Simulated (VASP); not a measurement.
# Bi4BN3 (Pm-3m) in VASP: further runs

Bi4BN3 is run at these levels: PBE; tasks: single point, relaxation of cell and atoms.

Everything below comes from runs of VASP 6.6.1. Logs are shortened: lines on timing, memory, paths and dates and some standing lists are left out, and cuts for length are marked.

## (1) The cell of the first run

It takes space group Pm-3m (No. 221, cubic). Conventional cell: a = 5.167 Å, b = 5.167 Å, c = 5.167 Å, α = 90.00°, β = 90.00°, γ = 90.00°. B (site symmetry m-3m) has 6 Bi at 2.58 Å within 3.4 Å. Bi (site symmetry 4/mmm) has 2 B at 2.58 Å and 4 N at 2.58 Å within 3.4 Å. Within 3.4 Å of Bi (site symmetry m-3m) lie 6 N at 2.58 Å. N (site symmetry 4/mmm) has 6 Bi at 2.58 Å within 3.4 Å.

The cell was generated, and may not be a known phase.

## (2) Single point, PBE

Input file INCAR:

```
SYSTEM = Bi4BN3
  PREC = Accurate
  ENCUT = 520
  EDIFF = 1E-7
  ISMEAR = 0
  SIGMA = 0.15
  LREAL = .False.
  LASPH = .True.
  NELM = 80
  ALGO = Normal
  ISIF = 2
  LWAVE = .False.
  LCHARG = .False.
  GGA = PE
  NBANDS = 49
```

Input file KPOINTS:

```
regular mesh
0
Gamma
  2 2 2
  0 0 0
```

Input file POSCAR:

```
Bi4BN3
1.0
    5.1665640891      0.0000000000      0.0000000000
    0.0000000000      5.1665640891      0.0000000000
    0.0000000000      0.0000000000      5.1665640891
B Bi N
1 4 3
Direct
    0.5000000000      0.5000000000      0.5000000000
    0.0000000000      0.5000000000      0.5000000000
    0.5000000000      0.0000000000      0.5000000000
    0.5000000000      0.5000000000      0.0000000000
    0.0000000000      0.0000000000      0.0000000000
    0.5000000000      0.0000000000      0.0000000000
    0.0000000000      0.5000000000      0.0000000000
    0.0000000000      0.0000000000      0.5000000000
```

Potentials or basis: VASP PAW PBE potentials, release 64 (B, Bi_d, N).

On the command line:

```console
$ cat potpaw_PBE.64/B/POTCAR potpaw_PBE.64/Bi_d/POTCAR potpaw_PBE.64/N/POTCAR > POTCAR
$ mpirun -np 1 vasp_std > vasp.out
```

OUTCAR:

```text
SYSTEM = Bi4BN3
   PREC = Accurate
   ENCUT = 520
   EDIFF = 1E-7
   ISMEAR = 0
   LREAL = .False.
   LASPH = .True.
   NELM = 80
   ISIF = 2
   GGA = PE

 ion  position               nearest neighbor table
   1  0.500  0.500  0.500-   2 2.58   3 2.58   4 2.58   4 2.58   3 2.58   2 2.58
   2  0.000  0.500  0.500-   1 2.58   7 2.58   8 2.58   7 2.58   8 2.58   1 2.58   4 3.65   5 3.65
                             5 3.65   3 3.65   5 3.65   3 3.65   5 3.65   4 3.65   3 3.65   4 3.65
   3  0.500  0.000  0.500-   1 2.58   6 2.58   8 2.58   6 2.58   1 2.58   8 2.58   4 3.65   5 3.65
                             5 3.65   2 3.65   2 3.65   4 3.65   4 3.65   2 3.65   5 3.65   4 3.65
   4  0.500  0.500  0.000-   1 2.58   6 2.58   7 2.58   1 2.58   6 2.58   7 2.58   5 3.65   2 3.65
                             3 3.65   3 3.65   5 3.65   2 3.65   3 3.65   2 3.65   5 3.65   3 3.65
   5  0.000  0.000  0.000-   6 2.58   7 2.58   8 2.58   8 2.58   7 2.58   6 2.58   2 3.65   3 3.65
                             2 3.65   2 3.65   4 3.65   3 3.65   2 3.65   3 3.65   4 3.65   4 3.65
   6  0.500  0.000  0.000-   3 2.58   4 2.58   5 2.58   3 2.58   4 2.58   5 2.58
   7  0.000  0.500  0.000-   2 2.58   4 2.58   5 2.58   2 2.58   5 2.58   4 2.58
   8  0.000  0.000  0.500-   2 2.58   3 2.58   5 2.58   5 2.58   2 2.58   3 2.58

  LATTYP: Found a simple cubic cell.
 ALAT       =     5.1665640891

  Lattice vectors:

 A1 = (   5.1665640891,   0.0000000000,   0.0000000000)
 A2 = (   0.0000000000,   5.1665640891,   0.0000000000)
 A3 = (   0.0000000000,   0.0000000000,   5.1665640891)

Analysis of symmetry for initial positions (statically):
=====================================================================
 Subroutine PRICEL returns:
 Original cell was already a primitive cell.

 Routine SETGRP: Setting up the symmetry group for a
 simple cubic supercell.

 Subroutine GETGRP returns: Found 48 space group operations
 (whereof 48 operations were pure point group operations)
 out of a pool of 48 trial point group operations.

The static configuration has the point symmetry O_h .

Analysis of symmetry for dynamics (positions and initial velocities):
=====================================================================
 Subroutine PRICEL returns:
 Original cell was already a primitive cell.

 Routine SETGRP: Setting up the symmetry group for a
 simple cubic supercell.

 Subroutine GETGRP returns: Found 48 space group operations
 (whereof 48 operations were pure point group operations)
 out of a pool of 48 trial point group operations.

The dynamic configuration has the point symmetry O_h .

 Subroutine INISYM returns: Found 48 space group operations
 (whereof 48 operations are pure point group operations),
[... 97 lines left out ...]
   PSTRESS=    0.0 pullay stress
   NELECT =      78.0000    total number of electrons
   NUPDOWN=      -1.0000    fix difference up-down
   EMIN   =  10.00;   EMAX   =-10.00  energy-range for DOS
   EFERMI =   0.00;   METHOD = LEGACY
   ISMEAR =     0;   SIGMA  =   0.15  broadening in eV -4-tet -1-fermi 0-gaus
   EFERMI_NEDOS =   21; number of points for ismear=-14 and -15
   IALGO  =     38    algorithm
   IMIX   =      4    mixing-type and parameters
     AMIX     =   0.40;   BMIX     =  1.00
     AMIX_MAG =   1.60;   BMIX_MAG =  1.00
  volume/ion in A,a.u.               =      17.24       116.34
  Fermi-wavevector in a.u.,A,eV,Ry     =   1.353852  2.558409 24.938328  1.832915
  Thomas-Fermi vector in A             =   2.481073
   LORBIT       =      0    0 simple, 1 ext, 2 COOP (PROOUT), +10 PAW based schemes
   GGA     = PE    functional components
   LHFCALC =     F    Hartree Fock is set to
   AEXX    =    0.0000 exact exchange contribution
   IVDW    =     0    specifies the selected vdW correction
   LEPSILON=     F    determine dielectric tensor
   LRPA    =     F    only Hartree local field effects (RPA)
 non-spin polarized calculation
 Gauss-broadening in eV      SIGMA  =   0.15
  energy-cutoff  :      520.00
  volume of cell :      137.91
 maximum number of plane-waves:      3764
 NGX is ok and might be reduce to    40
   NGX = 19   NGY = 19   NGZ = 19

 number of electron      77.9999948 magnetization

 Free energy of the ion-electron system (eV)
  ---------------------------------------------------
  ext. energy  EPLUGINS =         0.00000000
  ---------------------------------------------------
  free energy    TOTEN  =       -38.54098355 eV

  energy without entropy =      -38.46121914  energy(sigma->0) =      -38.50110134

 E-fermi :   8.4772     XC(G=0): -11.1918

 val. band max:        8.3575463937   @ k =   0.5000   0.5000   0.0000
 cond. band min:       8.5037565660   @ k =   0.5000   0.5000   0.0000
 fundamental gap:      0.1462101723
 Fermi energy:         8.4772237899

 k-point     1 :       0.0000    0.0000    0.0000
  band No.  band energies     occupation
      1     -14.5974      2.00000
      2     -14.5974      2.00000
      3     -14.5835      2.00000
      4     -14.5835      2.00000
      5     -14.5835      2.00000
      6     -14.5799      2.00000
[... 197 lines left out ...]
     48      11.0228      0.00000
     49      11.1435      0.00000

------------------------ aborting loop because EDIFF is reached ----------------------------------------

  FORCE on cell =-STRESS in cart. coord.  units (eV):
  Direction    XX          YY          ZZ          XY          YZ          ZX
  --------------------------------------------------------------------------------------
  -------------------------------------------------------------------------------------
  Total       -0.2252692     -0.2252692     -0.2252692      0.0000000     -0.0000000      0.0000000
  in kB       -2.6170194     -2.6170194     -2.6170194      0.0000000     -0.0000000      0.0000000
  external PRESSURE =      -2.6170194 kB  Pullay stress =       0.0000000 kB

 VOLUME and BASIS-vectors are now :
 -----------------------------------------------------------------------------
  energy-cutoff  :      520.00
  volume of cell :      137.91
      direct lattice vectors                 reciprocal lattice vectors
     5.166564089  0.000000000  0.000000000     0.193552230  0.000000000  0.000000000
     0.000000000  5.166564089  0.000000000     0.000000000  0.193552230  0.000000000
     0.000000000  0.000000000  5.166564089     0.000000000  0.000000000  0.193552230

 POSITION                                       TOTAL-FORCE (eV/Angst)
 -----------------------------------------------------------------------------------
      2.58328      2.58328      2.58328         0.000000      0.000000      0.000000
      0.00000      2.58328      2.58328         0.000000      0.000000      0.000000
      2.58328      0.00000      2.58328         0.000000      0.000000      0.000000
      2.58328      2.58328      0.00000         0.000000      0.000000      0.000000
      0.00000      0.00000      0.00000         0.000000      0.000000      0.000000
      2.58328      0.00000      0.00000         0.000000      0.000000      0.000000
      0.00000      2.58328      0.00000         0.000000      0.000000      0.000000
      0.00000      0.00000      2.58328         0.000000      0.000000      0.000000
 -----------------------------------------------------------------------------------
    total drift:                               -0.000000      0.000000     -0.000000

  FREE ENERGIE OF THE ION-ELECTRON SYSTEM (eV)
  ---------------------------------------------------
  free  energy   TOTEN  =       -38.5409835497 eV

  energy  without entropy=      -38.4612191389  energy(sigma->0) =      -38.50110134
```

OSZICAR:

```text
N       E                     dE             d eps       ncg     rms          rms(c)
DAV:   1     0.984163970808E+03    0.98416E+03   -0.38330E+04   392   0.199E+03
DAV:   2     0.104608549545E+03   -0.87956E+03   -0.85376E+03   400   0.568E+02
DAV:   3    -0.356598175834E+02   -0.14027E+03   -0.13194E+03   459   0.220E+02
DAV:   4    -0.458071093951E+02   -0.10147E+02   -0.98569E+01   470   0.559E+01
DAV:   5    -0.463508731320E+02   -0.54376E+00   -0.54221E+00   612   0.123E+01    0.162E+01
DAV:   6    -0.412545285884E+02    0.50963E+01   -0.59078E+01   541   0.312E+01    0.122E+01
DAV:   7    -0.385435939407E+02    0.27109E+01   -0.12669E+01   494   0.139E+01    0.368E+00
DAV:   8    -0.385919998536E+02   -0.48406E-01   -0.17462E+00   420   0.454E+00    0.198E+00
DAV:   9    -0.385559980065E+02    0.36002E-01   -0.23812E-01   524   0.205E+00    0.113E+00
DAV:  10    -0.385414873778E+02    0.14511E-01   -0.64439E-02   541   0.121E+00    0.187E-01
DAV:  11    -0.385410651264E+02    0.42225E-03   -0.79860E-03   519   0.510E-01    0.173E-01
DAV:  12    -0.385412542707E+02   -0.18914E-03   -0.21568E-03   501   0.208E-01    0.973E-02
DAV:  13    -0.385409807204E+02    0.27355E-03   -0.93123E-04   502   0.139E-01    0.211E-02
DAV:  14    -0.385409851169E+02   -0.43965E-05   -0.10176E-04   512   0.480E-02    0.939E-03
DAV:  15    -0.385409843164E+02    0.80050E-06   -0.99037E-06   568   0.147E-02    0.410E-03
DAV:  16    -0.385409836389E+02    0.67753E-06   -0.12993E-06   464   0.798E-03    0.143E-03
DAV:  17    -0.385409835497E+02    0.89181E-07   -0.28761E-07   368   0.263E-03
   1 F= -.38540984E+02 E0= -.38501101E+02  d E =-.797644E-01
```

stdout:

```text
POSCAR found type information on POSCAR B BiN
 POSCAR found :  3 types and       8 ions
 scaLAPACK will be used
 LDA part: xc-table for (Slater+PW92), standard interpolation
 POSCAR, INCAR and KPOINTS ok, starting setup
 FFT: planning ... GRIDC
 FFT: planning ... GRID_SOFT
 FFT: planning ... GRID
 WAVECAR not read
 entering main loop
```

Run time: 80 s. Hardware: 1 thread of Oxide Virtual Turin-like, shared host; peak memory 0.21 GiB.

Results:

- Free energy: -38.5410 eV
- Pressure: -0.3 GPa
- Band gap on the k mesh: zero (bands 39 and 40 overlap by 1.42 eV)

Caveat: the k points lie up to 0.61 Å⁻¹ apart, too coarse for converged energies and pressures of a metal; spin-orbit coupling is left out, which moves the levels of the heavy elements.

## (3) Relaxation of cell and atoms, PBE

This run uses another cell than the first one, of 20.81 Å³/atom.

Input file INCAR:

```
SYSTEM = Bi4BN3
  PREC = Accurate
  ENCUT = 600
  EDIFF = 1E-6
  ISMEAR = 0
  SIGMA = 0.15
  LREAL = .FALSE.
  LASPH = .TRUE.
  NELM = 60
  ALGO = Normal
  ISIF = 3
  LWAVE = .FALSE.
  LCHARG = .FALSE.
  GGA = PE
  IBRION = 2
  NSW = 36
  EDIFFG = -0.08
```

Input file KPOINTS:

```
regular mesh
0
G
  2 2 2
  0 0 0
```

Changes to POSCAR since step 2:

```diff
@@ -2,5 +2,5 @@
 1.0
-    5.1665640891      0.0000000000      0.0000000000
-    0.0000000000      5.1665640891      0.0000000000
-    0.0000000000      0.0000000000      5.1665640891
+    5.5014037900      0.0000000000      0.0000000000
+    0.0000000000      5.5014037900      0.0000000000
+    0.0000000000      0.0000000000      5.5014037900
 B Bi N
```

Potentials or basis: VASP PAW PBE potentials, release 64 (B, Bi_d, N).

On the command line:

```console
$ cat potpaw_PBE.64/B/POTCAR potpaw_PBE.64/Bi_d/POTCAR potpaw_PBE.64/N/POTCAR > POTCAR
$ mpirun -np 1 vasp_std > vasp.out
```

Run time: 4.5 min. Hardware: 1 thread of Oxide Virtual Turin-like, shared host; peak memory 0.31 GiB.

The run converged. Its results:

* Free energy: -38.5650 eV
* Relaxed volume: 17.20 Å³/atom
* Relaxed cell: a = 5.163 Å, b = 5.163 Å, c = 5.163 Å, α = 90.00°, β = 90.00°, γ = 90.00°
* Space group after relaxing (to 0.1 Å): Pm-3m (No. 221)
* Energy gained by relaxing: 179.0 meV/atom
* Ionic steps: 3
* Pressure after relaxing: -0.1 GPa
* Band gap on the k mesh: zero (bands 39 and 40 overlap by 1.43 eV)

Step by step:
```csv
step,energy change (eV),largest force (eV/Å),pressure (GPa),volume (Å³)
1,0.0000,0.0000,-13.14,166.50
2,-1.2060,0.0000,8.67,128.66
3,-1.4322,0.0000,-0.06,137.63
```

Final structure:
```xyz
8
Lattice="5.1631 0.0000 0.0000 0.0000 5.1631 0.0000 0.0000 0.0000 5.1631" Properties=species:S:1:pos:R:3 pbc="T T T"
B     2.5815    2.5815    2.5815
Bi    0.0000    2.5815    2.5815
Bi    2.5815    0.0000    2.5815
Bi    2.5815    2.5815    0.0000
Bi    0.0000    0.0000    0.0000
N     2.5815    0.0000    0.0000
N     0.0000    2.5815    0.0000
N     0.0000    0.0000    2.5815
```

Levels at points of the mesh, in eV from the Fermi level:
```
           k point  band 37  band 38  band 39  band 40  band 41  band 42
(0.00, 0.00, 0.00)    -2.52    -1.40    -1.40    -1.40     4.61     4.61
(0.50, 0.00, 0.00)    -1.47    -1.24    -0.27     0.70     2.35     2.46
(0.50, 0.50, 0.00)    -0.50    -0.12     0.03     0.03     1.06     2.23
(0.50, 0.50, 0.50)    -0.34    -0.34    -0.34     0.87     2.09     2.09
```

Caveat: the k points lie up to 0.61 Å⁻¹ apart in the final cell, too coarse for converged energies and pressures of a metal; the volume moved by over 15 % at a fixed basis, so the end points are rough; spin-orbit coupling is left out, which moves the levels of the heavy elements.

The gap in the log of VASP goes by the Fermi energy; the results here count the filled bands.